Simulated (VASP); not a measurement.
# Cr (Im-3m) in VASP: settings compared

Aim: see how the results for Cr move with the level of theory and the settings. Levels: PBE, PBEsol+U, PBEsol+D4+U, PBE+D3(BJ)+U, PBEsol. Tasks: vibrations by perturbation theory, single point, density of states.

Everything below comes from runs of VASP 6.6.1. Logs are shortened: lines on timing, memory, paths and dates and some standing lists are left out, and cuts for length are marked.

### 1 The cell of the first run

The structure is cubic, space group Im-3m (No. 229). The conventional cell has a = 2.969 Å, b = 2.969 Å, c = 2.969 Å, α = 90.00°, β = 90.00°, γ = 90.00°. Within 3.4 Å of Cr (site symmetry m-3m) lie 14 Cr at 2.57 to 2.97 Å.

### 2 Vibrations by perturbation theory, PBE, collinear spin, ferromagnetic start

INCAR

```
PREC = Accurate
ENCUT = 520
EDIFF = 1E-8
ISMEAR = -1
SIGMA = 0.05
LREAL = False
LASPH = True
NELM = 150
ALGO = Normal
ISIF = 2
LWAVE = False
LCHARG = False
ISPIN = 2
MAGMOM = 3
LORBIT = 11
LMAXMIX = 4
GGA = PE
NBANDS = 16
IBRION = 8
NSW = 1
```

KPOINTS

```
Automatic mesh
0
Gamma
  10 10 10
```

POSCAR

```
Cr
1.0
   -1.4844496776      1.4844496776      1.4844496776
    1.4844496776     -1.4844496776      1.4844496776
    1.4844496776      1.4844496776     -1.4844496776
Cr
1
Direct
    0.0000000000      0.0000000000      0.0000000000
```

Potentials or basis: VASP PAW PBE potentials, release 64 (Cr_pv).

Started as:

```sh
cat potpaw_PBE.64/Cr_pv/POTCAR > POTCAR
mpirun -np 1 vasp_std > vasp.out
```

OUTCAR:

```text
PREC = Accurate
   ENCUT = 520
   EDIFF = 1E-8
   ISMEAR = -1
   LREAL = False
   LASPH = True
   NELM = 150
   ISIF = 2
   ISPIN = 2
   LORBIT = 11
   GGA = PE
   IBRION = 8
   NSW = 1

 ion  position               nearest neighbor table
   1  0.000  0.000  0.000-

  LATTYP: Found a body centered cubic cell.
 ALAT       =     2.9688993552

  Lattice vectors:

 A1 = (  -1.4844496776,   1.4844496776,   1.4844496776)
 A2 = (   1.4844496776,  -1.4844496776,   1.4844496776)
 A3 = (   1.4844496776,   1.4844496776,  -1.4844496776)

Analysis of symmetry for initial positions (statically):
=====================================================================
 Subroutine PRICEL returns:
 Original cell was already a primitive cell.

 Routine SETGRP: Setting up the symmetry group for a
 body centered cubic supercell.

 Subroutine GETGRP returns: Found 48 space group operations
 (whereof 48 operations were pure point group operations)
 out of a pool of 48 trial point group operations.

The static configuration has the point symmetry O_h .

Analysis of symmetry for dynamics (positions and initial velocities):
=====================================================================
 Subroutine PRICEL returns:
 Original cell was already a primitive cell.

 Routine SETGRP: Setting up the symmetry group for a
 body centered cubic supercell.

 Subroutine GETGRP returns: Found 48 space group operations
 (whereof 48 operations were pure point group operations)
 out of a pool of 48 trial point group operations.

The dynamic configuration has the point symmetry O_h .

Analysis of structural, dynamic, and magnetic symmetry:
=====================================================================
 Subroutine PRICEL returns:
 Original cell was already a primitive cell.

 Routine SETGRP: Setting up the symmetry group for a
 body centered cubic supercell.

 Subroutine GETGRP returns: Found 48 space group operations
 (whereof 48 operations were pure point group operations)
 out of a pool of 48 trial point group operations.

The overall configuration has the point symmetry O_h .

 Subroutine INISYM returns: Found 48 space group operations
 (whereof 48 operations are pure point group operations),
 and found     1 'primitive' translations

----------------------------------------------------------------------------------------

                                     Primitive cell

  volume of cell :      13.0845

  direct lattice vectors                    reciprocal lattice vectors
    -1.484449678  1.484449678  1.484449678     0.000000000  0.336825160  0.336825160
     1.484449678 -1.484449678  1.484449678     0.336825160  0.000000000  0.336825160
     1.484449678  1.484449678 -1.484449678     0.336825160  0.336825160  0.000000000

  length of vectors
     2.571142263  2.571142263  2.571142263     0.476342709  0.476342709  0.476342709

  position of ions in fractional coordinates (direct lattice)
     0.000000000  0.000000000  0.000000000

  ion indices of the primitive-cell ions
   primitive index   ion index
                 1           1

----------------------------------------------------------------------------------------

 KPOINTS: Automatic mesh

Automatic generation of k-mesh.
 Grid dimensions read from file:
 generate k-points for:   10   10   10

 Generating k-lattice:

  Cartesian coordinates                     Fractional coordinates (reciprocal lattice)
     0.000000000  0.033682516  0.033682516     0.100000000  0.000000000  0.000000000
     0.033682516  0.000000000  0.033682516     0.000000000  0.100000000  0.000000000
[... 80 lines left out ...]
  Fermi-wavevector in a.u.,A,eV,Ry     =   1.590559  3.005721 34.421077  2.529878
  Thomas-Fermi vector in A             =   2.689235
   LORBIT       =     11    0 simple, 1 ext, 2 COOP (PROOUT), +10 PAW based schemes
   GGA     = PE    functional components
   LHFCALC =     F    Hartree Fock is set to
   AEXX    =    0.0000 exact exchange contribution
   IVDW    =     0    specifies the selected vdW correction
   LEPSILON=     F    determine dielectric tensor
   LRPA    =     F    only Hartree local field effects (RPA)
 spin polarized calculation
  energy-cutoff  :      520.00
  volume of cell :       13.08
 maximum number of plane-waves:       370
   NGX =  9   NGY =  9   NGZ =  9

--------------------------------------- Ionic step        1  -------------------------------------------

 number of electron      12.0000008 magnetization       0.0000162

 number of electron      12.0000008 magnetization      -0.0000004

 Free energy of the ion-electron system (eV)
  ---------------------------------------------------
  ext. energy  EPLUGINS =         0.00000000
  ---------------------------------------------------
  free energy    TOTEN  =        -9.37942344 eV

  energy without entropy =       -9.37119459  energy(sigma->0) =       -9.37530901

 E-fermi :   9.2971     XC(G=0): -12.9697

 val. band max:        9.2767857006   @ k =  -0.2000   0.3000   0.1000
 cond. band min:       9.3383166523   @ k =  -0.3000   0.3000   0.3000
 fundamental gap:      0.0615309517
 Fermi energy:         9.2970657918

 spin component 1

 k-point     1 :       0.0000    0.0000    0.0000
  band No.  band energies     occupation
      1     -33.6225      1.00000
      2     -33.6225      1.00000
      3     -33.6225      1.00000
      4       1.9031      1.00000
      5       8.4946      1.00000
      6       8.4946      1.00000
[... 435 lines left out ...]
      5       7.8752      1.00000
      6       8.0941      1.00000
[... 8 lines left out ...]
     15      34.5023      0.00000
     16      36.7870      0.00000

 [... further k-points ...]

 spin component 2

 k-point     1 :       0.0000    0.0000    0.0000
  band No.  band energies     occupation
      1     -33.6225      1.00000
      2     -33.6225      1.00000
      3     -33.6225      1.00000
      4       1.9031      1.00000
      5       8.4946      1.00000
      6       8.4946      1.00000
[... 435 lines left out ...]
      5       7.8752      1.00000
      6       8.0941      1.00000
[... 8 lines left out ...]
     15      34.5023      0.00000
     16      36.7870      0.00000

 [... further k-points ...]
[... 5 lines left out ...]
  --------------------------------------------------------------------------------------
  -------------------------------------------------------------------------------------
  Total       -2.0118077     -2.0118077     -2.0118077      0.0000000     -0.0000000     -0.0000000
  in kB     -246.3432168   -246.3432168   -246.3432168      0.0000000     -0.0000000     -0.0000000
  external PRESSURE =    -246.3432168 kB  Pullay stress =       0.0000000 kB

 VOLUME and BASIS-vectors are now :
 -----------------------------------------------------------------------------
  energy-cutoff  :      520.00
  volume of cell :       13.08
      direct lattice vectors                 reciprocal lattice vectors
    -1.484449678  1.484449678  1.484449678     0.000000000  0.336825160  0.336825160
     1.484449678 -1.484449678  1.484449678     0.336825160  0.000000000  0.336825160
     1.484449678  1.484449678 -1.484449678     0.336825160  0.336825160  0.000000000

 POSITION                                       TOTAL-FORCE (eV/Angst)
 -----------------------------------------------------------------------------------
      0.00000      0.00000      0.00000         0.000000      0.000000      0.000000
 -----------------------------------------------------------------------------------
    total drift:                                0.000000     -0.000000      0.000000

  FREE ENERGIE OF THE ION-ELECTRON SYSTEM (eV)
  ---------------------------------------------------
  free  energy   TOTEN  =        -9.3794234394 eV

  energy  without entropy=       -9.3711945854  energy(sigma->0) =       -9.37530901

[... ionic steps 2 to 3 ...]

--------------------------------------- Ionic step        4  -------------------------------------------

 Free energy of the ion-electron system (eV)
  ---------------------------------------------------
  ---------------------------------------------------
  free energy    TOTEN  =        -0.74205034 eV

  energy without entropy =       -0.74205034

------------------------ aborting loop because EDIFF is reached ----------------------------------------

 INTERNAL STRAIN TENSOR  FOR ION    1  DIRECTION 1   (eV/Angst):
 -----------------------------------------------------------------------------
     0.01684  0.00000  0.00000
     0.00000  0.00297  0.00000
     0.00000  0.00000  0.00297

 INTERNAL STRAIN TENSOR FOR ION    1 for displacements in x,y,z  (eV/Angst):
          X           Y           Z          XY          YZ          ZX
  --------------------------------------------------------------------------------
  x     0.00000     0.00000     0.00000     0.00000     0.00000     0.00000
  y     0.00000     0.00000     0.00000     0.00000     0.00000     0.00000
  z     0.00000     0.00000     0.00000     0.00000     0.00000     0.00000

 SECOND DERIVATIVES (NOT SYMMETRIZED)
 ------------------------------------
               1X          1Y          1Z
  1X    -0.009049    0.000000    0.000000
  1Y     0.000000   -0.009049    0.000000
  1Z     0.000000    0.000000   -0.009049

 Eigenvectors and eigenvalues of the dynamical matrix
 ----------------------------------------------------

   1 f  =    0.206236 THz     1.295820 2PiTHz    6.879300 cm-1     0.852924 meV
             X         Y         Z           dx          dy          dz
      0.000000  0.000000  0.000000     1.000000    0.000000    0.000000

   2 f  =    0.206236 THz     1.295820 2PiTHz    6.879300 cm-1     0.852924 meV
             X         Y         Z           dx          dy          dz
      0.000000  0.000000  0.000000     0.000000    1.000000    0.000000

   3 f  =    0.206236 THz     1.295820 2PiTHz    6.879300 cm-1     0.852924 meV
             X         Y         Z           dx          dy          dz
      0.000000  0.000000  0.000000     0.000000    0.000000    1.000000

--------------------------------------------------------------------------------------------------------

 ELASTIC MODULI CONTR FROM IONIC RELAXATION (kBar)
 Direction    XX          YY          ZZ          XY          YZ          ZX
 --------------------------------------------------------------------------------
 XX           0.0000      0.0000      0.0000      0.0000      0.0000      0.0000
 YY           0.0000      0.0000      0.0000      0.0000      0.0000      0.0000
 ZZ           0.0000      0.0000      0.0000      0.0000      0.0000      0.0000
 XY           0.0000      0.0000      0.0000      0.0000      0.0000      0.0000
 YZ           0.0000      0.0000      0.0000      0.0000      0.0000      0.0000
 ZX           0.0000      0.0000      0.0000      0.0000      0.0000      0.0000
 --------------------------------------------------------------------------------

 total charge

# of ion       s       p       d       tot
------------------------------------------
    1        0.397   6.337   4.075  10.809

 magnetization (x)

# of ion       s       p       d       tot
------------------------------------------
    1       -0.000  -0.000  -0.000  -0.000
```

Wall time 45 s (1 thread of Intel Xeon 6975P-C (Granite Rapids), shared host); peak memory 0.19 GiB.

Results:

* Net moment: 0.00 μB per cell
* Valence electrons inside the program's atomic spheres: Cr 10.81

Caveat: the cell wasn't relaxed at this level first, which shifts response properties; the starting moments collapsed, and a magnetic state may lie lower.

(Continued in part 2 of 3.)
